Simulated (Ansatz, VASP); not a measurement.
**BN in VASP and in Ansatz**

The input POSCAR:

```
BN
1.0
    2.5016395345      0.0000000000      0.0000000000
   -1.2508197673      2.1664833880      0.0000000000
    0.0000000000      0.0000000000      7.3693201700
B N
2 2
Direct
    0.6666666667      0.3333333333      0.7500000000
    0.3333333333      0.6666666667      0.2500000000
    0.0000000000      0.0000000000      0.7500000000
    0.0000000000      0.0000000000      0.2500000000
```

Contents of INCAR.step1:

```
  PREC = Accurate
  ENCUT = 520
  ISMEAR = -1
  SIGMA = 0.02
  LREAL = False
  LASPH = True
  NELM = 80
  NBANDS = 16
  GGA = PE
  ALGO = Normal
  EDIFF = 1E-4
  LWAVE = True
  LCHARG = False
```

Contents of INCAR.step2:

```
  PREC = Accurate
  ENCUT = 520
  EDIFF = 1E-8
  ISMEAR = -1
  SIGMA = 0.02
  LREAL = False
  LASPH = True
  NELM = 80
  ALGO = Normal
  ISIF = 2
  LWAVE = False
  LCHARG = False
  METAGGA = R2SCAN
  LMIXTAU = True
  LEFG = True
  NBANDS = 16
  ISTART = 1
```

The input KPOINTS:

```
regular mesh
0
Gamma
  14 14 4
```

Input for Ansatz:

```yaml
crystal:
  lattice:
    - [2.5016395345, 0.0, 0.0]
    - [-1.2508197673, 2.166483388, 0.0]
    - [0.0, 0.0, 7.36932017]
  atoms:
    - { symbol: B, position: [0.6666666667, 0.3333333333, 0.75] }
    - { symbol: B, position: [0.3333333333, 0.6666666667, 0.25] }
    - { symbol: "N", position: [0.0, 0.0, 0.75] }
    - { symbol: "N", position: [0.0, 0.0, 0.25] }
kpoints:
  mp_grid: { grid: [14, 14, 4] }
scf:
  occupations: { method: fermi_dirac, width: 0.02 }
hamiltonian:
  xc: r2scan
  pseudopotentials: { kind: paw }
output:
  forces: true
  stress: true
  populations: true
  efg:
    quadrupole_moments_barn: { B: 0.04059, "N": 0.02044 }
    contact_densities: true
```

Alike in both runs: task electric field gradients; functional r2SCAN; k mesh 14 × 14 × 4; occupations fermi-dirac, width 0.02 eV; no spin polarisation.

```csv
,VASP,Ansatz
version,VASP 6.6.1,Ansatz 0.2.0
potentials or method,"VASP PAW PBE potentials, release 64 (B, N)","plane-wave PAW, scalar-relativistic"
plane-wave cutoff (eV),520,500
valence electrons in the cell,16,16
```

```tsv
	VASP	Ansatz	Ansatz less VASP
gap on the k mesh at the Fermi level (eV)	4.41	4.38	-0.028
pressure (GPa)	0.0	-0.4	-0.36
traceless stress, the component that is largest in VASP (GPa)	-0.07	0.53	+0.599
size of Vzz on the site where it differs most (V/Å²)	37.4	29.2	-8.19
```

VASP's potentials were made for PBE, not for r2SCAN.
